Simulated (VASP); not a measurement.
# NaH (Immm) in VASP: notebook

The runs below take NaH through single point, with r2SCAN.

All numbers are computed with VASP 6.6.1; they aren't measurements. Logs are shortened: lines on timing, memory, paths and dates and some standing lists are left out, and cuts for length are marked.

### 1 The cell of the first run

The structure is orthorhombic, space group Immm (No. 71). Conventional cell: a = 3.136 Å, b = 3.644 Å, c = 4.794 Å, α = 90.00°, β = 90.00°, γ = 90.00°. Na (site symmetry mmm) has 6 H at 2.40 Å and 2 Na at 3.14 Å within 3.2 Å. Within 3.2 Å of H (site symmetry mmm) lie 6 Na at 2.40 Å and 2 H at 3.14 Å.

### 2 Single point, r2SCAN (engineering shear strain xy -0.1500, normal strain along z +0.0000)

The input, POSCAR:

```
NaH
1.0
   -0.1797773728      2.3970316378      2.3970316378
    2.3970316378     -0.1797773728      2.3970316378
    2.2172542650      2.2172542650      0.0000000000
Na H
1 1
Direct
    0.0000000000      0.0000000000      0.0000000000
    0.5000000000      0.5000000000      0.5000000000
```

The input, INCAR.step1:

```
SYSTEM = NaH
ALGO = Normal
EDIFF = 1E-4
ENCUT = 520
GGA = PE
ISMEAR = -1
LASPH = .TRUE.
LCHARG = .FALSE.
LREAL = .FALSE.
LWAVE = .TRUE.
NBANDS = 11
NELM = 80
PREC = Accurate
SIGMA = 0.2
```

The input, INCAR.step2:

```
SYSTEM = NaH
ALGO = Normal
EDIFF = 1E-6
ENCUT = 520
ISIF = 2
ISMEAR = -1
ISTART = 1
LASPH = .TRUE.
LCHARG = .TRUE.
LELF = .TRUE.
LMIXTAU = .TRUE.
LREAL = .FALSE.
LVHAR = .TRUE.
LWAVE = .FALSE.
METAGGA = R2SCAN
NBANDS = 11
NELM = 80
PREC = Accurate
SIGMA = 0.2
```

The input, KPOINTS:

```
k-points
0
G
  8 8 8
  0 0 0
```

Potentials or basis: VASP PAW PBE potentials, release 64 (Na_pv, H).

Started as:

```console
$ cat potpaw_PBE.64/Na_pv/POTCAR potpaw_PBE.64/H/POTCAR > POTCAR
$ cp INCAR.step1 INCAR
$ mpirun -np 1 vasp_std > vasp.out
$ cp INCAR.step2 INCAR
$ mpirun -np 1 vasp_std > vasp.out
```

OUTCAR:

```text
SYSTEM = NaH
   EDIFF = 1E-6
   ENCUT = 520
   ISIF = 2
   ISMEAR = -1
   ISTART = 1
   LASPH = .TRUE.
   LREAL = .FALSE.
   METAGGA = R2SCAN
   NELM = 80
   PREC = Accurate

 ion  position               nearest neighbor table
   1  0.000  0.000  0.000-
   2  0.500  0.500  0.500-

  LATTYP: Found a body centered orthorhombic cell.
 ALAT       =     3.1356710528
 B/A-ratio  =     1.1621621621
 C/A-ratio  =     1.5288795269

  Lattice vectors:

 A1 = (   0.1797773728,  -2.3970316378,  -2.3970316378)
 A2 = (  -0.1797773728,   2.3970316378,  -2.3970316378)
 A3 = (   2.3970316378,  -0.1797773728,   2.3970316378)

Analysis of symmetry for initial positions (statically):
=====================================================================
 Subroutine PRICEL returns:
 Original cell was already a primitive cell.

 Routine SETGRP: Setting up the symmetry group for a
 body centered orthorhombic supercell.

 Subroutine GETGRP returns: Found  8 space group operations
 (whereof  8 operations were pure point group operations)
 out of a pool of  8 trial point group operations.

The static configuration has the point symmetry D_2h.

Analysis of symmetry for dynamics (positions and initial velocities):
=====================================================================
 Subroutine PRICEL returns:
 Original cell was already a primitive cell.

 Routine SETGRP: Setting up the symmetry group for a
 body centered orthorhombic supercell.

 Subroutine GETGRP returns: Found  8 space group operations
 (whereof  8 operations were pure point group operations)
 out of a pool of  8 trial point group operations.

The dynamic configuration has the point symmetry D_2h.

 Subroutine INISYM returns: Found  8 space group operations
 (whereof  8 operations are pure point group operations),
 and found     1 'primitive' translations

----------------------------------------------------------------------------------------

                                     Primitive cell

  volume of cell :      27.3906

  direct lattice vectors                    reciprocal lattice vectors
    -0.179777373  2.397031638  2.397031638    -0.194038440  0.194038440  0.208591323
     2.397031638 -0.179777373  2.397031638     0.194038440 -0.194038440  0.208591323
     2.217254265  2.217254265  0.000000000     0.225504133  0.225504133 -0.208591323

  length of vectors
     3.394678372  3.394678372  3.135671053     0.344691416  0.344691416  0.381070292

  position of ions in fractional coordinates (direct lattice)
     0.000000000  0.000000000  0.000000000
     0.500000000  0.500000000  0.500000000

  ion indices of the primitive-cell ions
   primitive index   ion index
                 1           1
                 2           2

----------------------------------------------------------------------------------------

 KPOINTS: k-points

Automatic generation of k-mesh.
 Grid dimensions read from file:
 generate k-points for:    8    8    8

 Generating k-lattice:

  Cartesian coordinates                     Fractional coordinates (reciprocal lattice)
    -0.024254805  0.024254805  0.026073915     0.125000000  0.000000000  0.000000000
     0.024254805 -0.024254805  0.026073915     0.000000000  0.125000000  0.000000000
     0.028188017  0.028188017 -0.026073915     0.000000000  0.000000000  0.125000000

  Length of vectors
     0.043086427  0.043086427  0.047633787

  Shift w.r.t. Gamma in fractional coordinates (k-lattice)
     0.000000000  0.000000000  0.000000000

 Subroutine IBZKPT returns following result:
 ===========================================

 Found     95 irreducible k-points:

 Following reciprocal coordinates:
            Coordinates               Weight
  0.000000  0.000000  0.000000      1.000000
  0.125000 -0.000000  0.000000      4.000000
  0.250000 -0.000000  0.000000      4.000000
  0.375000  0.000000  0.000000      4.000000
  0.500000 -0.000000  0.000000      2.000000
  0.125000  0.125000  0.000000      2.000000
[... 16 lines left out ...]
  0.125000 -0.000000  0.125000      4.000000
  0.250000 -0.000000  0.125000      8.000000
 [... further k-points ...]
   k-points           NKPTS =     95   k-points in BZ     NKDIM =     95   number of bands    NBANDS=     11
   number of dos      NEDOS =    301   number of ions     NIONS =      2
   total plane-waves  NPLWV =  18816
   dimension x,y,z NGX =    28 NGY =   28 NGZ =   24
   dimension x,y,z NGXF=    56 NGYF=   56 NGZF=   48
   ions per type =               1   1
   NGX,Y,Z   is equivalent  to a cutoff of  13.71, 13.71, 12.72 a.u.
   NGXF,Y,Z  is equivalent  to a cutoff of  27.42, 27.42, 25.45 a.u.
 SYSTEM =  NaH
   PREC   = accura    normal or accurate (medium, high low for compatibility)
   ISTART =      1    job   : 0-new  1-cont  2-samecut
   ICHARG =      0    charge: 1-file 2-atom 10-const
   ISPIN  =      1    spin polarized calculation?
   LNONCOLLINEAR =      F non collinear calculations
   LSORBIT =      F    spin-orbit coupling
[... 36 lines left out ...]
  volume of cell :       27.39
 maximum number of plane-waves:       756
 NGX is ok and might be reduce to    28
   NGX = 13   NGY = 13   NGZ = 11

 number of electron       7.9999996 magnetization

 Free energy of the ion-electron system (eV)
  ---------------------------------------------------
  ext. energy  EPLUGINS =         0.00000000
  ---------------------------------------------------
  free energy    TOTEN  =        -7.55517580 eV

  energy without entropy =       -7.55515889  energy(sigma->0) =       -7.55516734

 E-fermi :   0.9483     XC(G=0):  -8.2529

 val. band max:       -1.2546492650   @ k =  -0.2500   0.2500   0.5000
 cond. band min:       2.6316718316   @ k =   0.5000  -0.0000   0.0000
 fundamental gap:      3.8863210966
 Fermi energy:         0.9482901234

 k-point     1 :       0.0000    0.0000    0.0000
  band No.  band energies     occupation
      1     -24.2740      2.00000
      2     -24.2626      2.00000
      3     -24.2505      2.00000
      4      -4.9806      2.00000
      5      10.0536      0.00000
      6      13.5364      0.00000
      7      14.5347      0.00000
      8      14.9410      0.00000
      9      15.6819      0.00000
     10      17.1900      0.00000
     11      18.1635      0.00000

 k-point     2 :       0.1250   -0.0000    0.0000
  band No.  band energies     occupation
      1     -24.2754      2.00000
      2     -24.2715      2.00000
      3     -24.2548      2.00000
      4      -4.7317      2.00000
      5       8.6852      0.00000
      6      11.9606      0.00000
      7      14.3396      0.00000
      8      15.8504      0.00000
      9      16.3307      0.00000
     10      17.8986      0.00000
     11      18.7644      0.00000

 k-point     3 :       0.2500   -0.0000    0.0000
  band No.  band energies     occupation
      1     -24.3008      2.00000
      2     -24.2790      2.00000
      3     -24.2573      2.00000
      4      -4.0291      2.00000
      5       5.9861      0.00000
      6      11.3000      0.00000
      7      13.5694      0.00000
      8      15.3372      0.00000
      9      16.9887      0.00000
     10      18.4012      0.00000
     11      18.7251      0.00000

 k-point     4 :       0.3750    0.0000    0.0000
  band No.  band energies     occupation
      1     -24.3311      2.00000
      2     -24.2826      2.00000
      3     -24.2585      2.00000
      4      -3.0691      2.00000
      5       3.6621      0.00000
      6      11.0740      0.00000
      7      12.9294      0.00000
      8      14.6810      0.00000
      9      17.2017      0.00000
     10      18.4273      0.00000
     11      18.9284      0.00000
[... 239 lines left out ...]
 k-point    22 :      -0.0000   -0.0000    0.1250
  band No.  band energies     occupation
      1     -24.2917      2.00000
      2     -24.2662      2.00000
      3     -24.2517      2.00000
      4      -4.6708      2.00000
      5       9.4042      0.00000
      6      12.7521      0.00000
      7      13.0400      0.00000
      8      15.0433      0.00000
      9      15.6487      0.00000
     10      16.2546      0.00000
     11      18.4419      0.00000

 k-point    23 :       0.1250   -0.0000    0.1250
  band No.  band energies     occupation
      1     -24.2907      2.00000
      2     -24.2667      2.00000
      3     -24.2553      2.00000
      4      -4.6075      2.00000
      5       8.9861      0.00000
      6      11.8973      0.00000
      7      13.4939      0.00000
      8      14.6456      0.00000
      9      16.0190      0.00000
     10      17.4094      0.00000
     11      18.2899      0.00000

 k-point    24 :       0.2500   -0.0000    0.1250
  band No.  band energies     occupation
      1     -24.2972      2.00000
      2     -24.2802      2.00000
      3     -24.2622      2.00000
      4      -4.0772      2.00000
      5       7.0018      0.00000
      6      10.2384      0.00000
      7      12.8479      0.00000
      8      15.5285      0.00000
      9      16.3806      0.00000
     10      18.4514      0.00000
     11      20.5939      0.00000

 [... further k-points ...]

------------------------ aborting loop because EDIFF is reached ----------------------------------------

  FORCE on cell =-STRESS in cart. coord.  units (eV):
  Direction    XX          YY          ZZ          XY          YZ          ZX
  --------------------------------------------------------------------------------------
  -------------------------------------------------------------------------------------
  Total       -0.0009263     -0.0009263     -0.1289618      0.6339640      0.0000000      0.0000000
  in kB       -0.0541808     -0.0541808     -7.5434541     37.0829016      0.0000000      0.0000000
  external PRESSURE =      -2.5506052 kB  Pullay stress =       0.0000000 kB

 VOLUME and BASIS-vectors are now :
 -----------------------------------------------------------------------------
  energy-cutoff  :      520.00
  volume of cell :       27.39
      direct lattice vectors                 reciprocal lattice vectors
    -0.179777373  2.397031638  2.397031638    -0.194038440  0.194038440  0.208591323
     2.397031638 -0.179777373  2.397031638     0.194038440 -0.194038440  0.208591323
     2.217254265  2.217254265  0.000000000     0.225504133  0.225504133 -0.208591323

 POSITION                                       TOTAL-FORCE (eV/Angst)
 -----------------------------------------------------------------------------------
      0.00000      0.00000      0.00000         0.000000     -0.000000     -0.000000
      2.21725      2.21725      2.39703        -0.000000      0.000000      0.000000
 -----------------------------------------------------------------------------------
    total drift:                                0.000000      0.000000     -0.000000

  FREE ENERGIE OF THE ION-ELECTRON SYSTEM (eV)
  ---------------------------------------------------
  free  energy   TOTEN  =        -7.5551757988 eV

  energy  without entropy=       -7.5551588882  energy(sigma->0) =       -7.55516734
```

Wall time 45 s (1 thread of Intel Xeon 6975P-C (Granite Rapids), shared host); peak memory 0.16 GiB.

What came out:

```
Free energy            : -7.5552 eV
Pressure               : -0.3 GPa
Band gap on the k mesh : 3.89 eV (least direct gap 5.13 eV)
```

Caveat: the cell differs from its parent crystal (engineering shear strain xy -0.1500, normal strain along z +0.0000); the PAW data sets were made with another functional, which shifts forces and pressure a little.

### 3 Single point, r2SCAN (engineering shear strain xy -0.0750, normal strain along z +0.0000)

The input, POSCAR:

```
NaH
1.0
   -0.0898886864      2.3970316378      2.3970316378
    2.3970316378     -0.0898886864      2.3970316378
    2.3071429514      2.3071429514      0.0000000000
Na H
1 1
Direct
    0.0000000000      0.0000000000      0.0000000000
    0.5000000000      0.5000000000      0.5000000000
```

The input, INCAR.step1:

```
PREC = Accurate
ENCUT = 520
ISMEAR = -1
SIGMA = 0.2
LREAL = False
LASPH = True
NELM = 100
NBANDS = 11
GGA = PE
ALGO = Normal
EDIFF = 1E-4
LWAVE = True
LCHARG = False
```

The input, INCAR.step2:

```
PREC = Accurate
ENCUT = 520
EDIFF = 1E-7
ISMEAR = -1
SIGMA = 0.2
LREAL = False
LASPH = True
NELM = 100
ALGO = Normal
ISIF = 2
LWAVE = False
LCHARG = False
METAGGA = R2SCAN
LMIXTAU = True
NBANDS = 11
ISTART = 1
```

The input, KPOINTS:

```
Automatic mesh
0
Gamma
  8 8 8
```

Potentials or basis: VASP PAW PBE potentials, release 64 (Na_pv, H).

Started as:

```console
$ cat potpaw_PBE.64/Na_pv/POTCAR potpaw_PBE.64/H/POTCAR > POTCAR
$ cp INCAR.step1 INCAR
$ mpirun -np 1 vasp_std > vasp.out
$ cp INCAR.step2 INCAR
$ mpirun -np 1 vasp_std > vasp.out
```

Run time: 59 s. Hardware: 1 thread of Intel Xeon 6975P-C (Granite Rapids), shared host; peak memory 0.16 GiB.

It converged, with:

```
Free energy            : -7.5912 eV
Pressure               : -0.2 GPa
Band gap on the k mesh : 4.17 eV (least direct gap 5.20 eV)
```

Stress tensor (GPa, compression positive):
```
-0.17  1.89  0.00
 1.89 -0.17  0.00
 0.00  0.00 -0.31
```

Levels at points of the mesh, in eV from the valence-band top:
```csv
k point,band 1,band 2,band 3,band 4,band 5,band 6,band 7,band 8,band 9
"(0.00, 0.00, 0.00)",-22.90,-22.89,-22.89,-3.64,11.57,15.65,16.64,16.64,17.01
"(0.50, 0.00, 0.00)",-22.98,-22.91,-22.90,-1.03,4.17,12.11,14.02,14.84,18.01
"(0.50, 0.50, 0.00)",-22.98,-22.93,-22.92,-0.21,5.21,10.59,10.62,12.54,13.53
"(0.00, 0.00, 0.50)",-23.00,-22.91,-22.90,-0.69,4.62,11.55,13.36,14.06,17.13
"(0.50, 0.00, 0.50)",-22.99,-22.92,-22.92,-0.17,5.24,10.79,11.54,11.54,13.29
```

Caveat: the cell differs from its parent crystal (engineering shear strain xy -0.0750, normal strain along z +0.0000); the PAW data sets were made with another functional, which shifts forces and pressure a little. A k mesh can miss the band edges.

### 4 Single point, r2SCAN (engineering shear strain xy -0.3000, normal strain along z +0.0175)

The input, POSCAR:

```
NaH
1.0
   -0.3595547457      2.3970316378      2.4389796915
    2.3970316378     -0.3595547457      2.4389796915
    2.0374768921      2.0374768921      0.0000000000
Na H
1 1
Direct
    0.0000000000      0.0000000000      0.0000000000
    0.5000000000      0.5000000000      0.5000000000
```

Edit INCAR.step1 of step 3 so:

```diff
@@ -6,3 +6,3 @@
 LASPH = True
-NELM = 100
+NELM = 80
 NBANDS = 11
```

Edit INCAR.step2 of step 3 so:

```diff
@@ -2,3 +2,3 @@
 ENCUT = 520
-EDIFF = 1E-7
+EDIFF = 1E-6
 ISMEAR = -1
@@ -7,3 +7,3 @@
 LASPH = True
-NELM = 100
+NELM = 80
 ALGO = Normal
```

The input, KPOINTS:

```
regular mesh
0
Gamma
  8 8 8
```

Started as:

```console
$ cat potpaw_PBE.64/Na_pv/POTCAR potpaw_PBE.64/H/POTCAR > POTCAR
$ cp INCAR.step1 INCAR
$ mpirun -np 1 vasp_std > vasp.out
$ cp INCAR.step2 INCAR
$ mpirun -np 1 vasp_std > vasp.out
```

Wall time 58 s (1 thread of Intel Xeon 6975P-C (Granite Rapids), shared host); peak memory 0.16 GiB.

Results (log left out):

```yaml
Free_energy: -7.3971 eV
Pressure: -0.3 GPa
Band_gap_on_the_k_mesh: 3.10 eV (least direct gap 4.95 eV)
```

Stress tensor (GPa, compression positive):
```
 1.03  8.12  0.00
 8.12  1.03  0.00
 0.00  0.00 -2.98
```

Levels at points of the mesh, in eV from the valence-band top:
| k point | band 1 | band 2 | band 3 | band 4 | band 5 | band 6 | band 7 | band 8 |
| --- | --- | --- | --- | --- | --- | --- | --- | --- |
| (0.00, 0.00, 0.00) | -23.57 | -23.57 | -23.54 | -4.06 | 10.23 | 12.94 | 13.88 | 14.26 |
| (0.50, 0.00, 0.00) | -23.63 | -23.58 | -23.55 | -1.85 | 3.10 | 11.94 | 13.21 | 17.77 |
| (0.50, 0.50, 0.00) | -23.64 | -23.59 | -23.58 | -0.81 | 4.52 | 7.89 | 8.99 | 15.65 |
| (0.00, 0.00, 0.50) | -23.78 | -23.58 | -23.54 | -0.39 | 4.98 | 10.44 | 11.58 | 13.65 |
| (0.50, 0.00, 0.50) | -23.78 | -23.58 | -23.55 | -0.18 | 5.18 | 10.44 | 11.27 | 11.31 |

Caveat: the cell differs from its parent crystal (engineering shear strain xy -0.3000, normal strain along z +0.0175); the PAW data sets were made with another functional, which shifts forces and pressure a little. A k mesh can miss the band edges.

### 5 Single point, r2SCAN (engineering shear strain xy -0.3000, normal strain along z +0.0350)

The input, POSCAR:

```
NaH
1.0
   -0.3595547457      2.3970316378      2.4809277451
    2.3970316378     -0.3595547457      2.4809277451
    2.0374768921      2.0374768921      0.0000000000
Na H
1 1
Direct
    0.0000000000      0.0000000000      0.0000000000
    0.5000000000      0.5000000000      0.5000000000
```

The input, INCAR.step1:

```
PREC     = Accurate       # precision mode
ENCUT    = 520            # plane-wave cutoff, eV
ISMEAR   = -1             # smearing method
SIGMA    = 0.2            # smearing width, eV
LREAL    = False          # projectors in reciprocal space
LASPH    = True           # aspherical terms in the spheres
NELM     = 80             # most SCF steps
NBANDS   = 11             # bands
GGA      = PE             # functional
ALGO     = Normal         # electronic algorithm
EDIFF    = 1E-4           # SCF threshold, eV
LWAVE    = True           # write WAVECAR
LCHARG   = False          # write CHGCAR
```

The input, INCAR.step2:

```
PREC     = Accurate       # precision mode
ENCUT    = 520            # plane-wave cutoff, eV
EDIFF    = 1E-7           # SCF threshold, eV
ISMEAR   = -1             # smearing method
SIGMA    = 0.2            # smearing width, eV
LREAL    = False          # projectors in reciprocal space
LASPH    = True           # aspherical terms in the spheres
NELM     = 80             # most SCF steps
ALGO     = Normal         # electronic algorithm
ISIF     = 2              # what is computed and relaxed
LWAVE    = False          # write WAVECAR
LCHARG   = False          # write CHGCAR
METAGGA  = R2SCAN         # meta-GGA
LMIXTAU  = True         
NBANDS   = 11             # bands
ISTART   = 1
```

KPOINTS is that of step 4.

Started as:

```console
$ cat potpaw_PBE.64/Na_pv/POTCAR potpaw_PBE.64/H/POTCAR > POTCAR
$ cp INCAR.step1 INCAR
$ mpirun -np 1 vasp_std > vasp.out
$ cp INCAR.step2 INCAR
$ mpirun -np 1 vasp_std > vasp.out
```

It took 62 s on 1 thread of Intel Xeon 6975P-C (Granite Rapids), shared host; peak memory 0.16 GiB.

Results (log left out):

```yaml
Free_energy: -7.3875 eV
Pressure: -0.6 GPa
Band_gap_on_the_k_mesh: 3.06 eV (least direct gap 4.91 eV)
```

Stress tensor (GPa, compression positive):
```
 0.81  8.23  0.00
 8.23  0.81  0.00
 0.00  0.00 -3.49
```

Levels at points of the mesh, in eV from the valence-band top:
```csv
k point,band 1,band 2,band 3,band 4,band 5,band 6,band 7,band 8,band 9
"(0.00, 0.00, 0.00)",-23.61,-23.61,-23.58,-4.02,10.05,12.84,13.70,14.09,17.23
"(0.50, 0.00, 0.00)",-23.67,-23.62,-23.59,-1.85,3.06,11.66,12.92,17.80,18.83
"(0.50, 0.50, 0.00)",-23.68,-23.62,-23.62,-0.85,4.34,7.92,8.94,15.62,16.11
"(0.00, 0.00, 0.50)",-23.82,-23.62,-23.57,-0.38,4.96,10.37,11.59,13.46,15.19
"(0.50, 0.00, 0.50)",-23.81,-23.62,-23.58,-0.16,5.21,10.33,11.08,11.14,12.57
```

Caveat: the cell differs from its parent crystal (engineering shear strain xy -0.3000, normal strain along z +0.0350); the PAW data sets were made with another functional, which shifts forces and pressure a little. A k mesh can miss the band edges.

### 6 Summary

```tsv
cell	gap on the mesh (eV)	pressure (GPa)
a = 3.395, b = 3.395, c = 3.136 Å, angles 62.5, 62.5, 64.9°, 2 atoms	3.89	-0.3
a = 3.391, b = 3.391, c = 3.263 Å, angles 61.2, 61.2, 62.5°, 2 atoms	4.17	-0.2
a = 3.439, b = 3.439, c = 2.881 Å, angles 65.2, 65.2, 69.1°, 2 atoms	3.10	-0.3
a = 3.468, b = 3.468, c = 2.881 Å, angles 65.5, 65.5, 68.4°, 2 atoms	3.06	-0.6
```

Alike in all rows: task single point; level r2SCAN; potentials or basis VASP PAW PBE potentials, release 64 (Na_pv, H); no spin polarisation; k mesh 8 × 8 × 8; cutoff (eV) 520; smearing fermi-dirac 0.2 eV.

Caveats: the PAW data sets were made with another functional, which shifts forces and pressure a little.

Absolute energies hang on the potentials; compare differences alone.
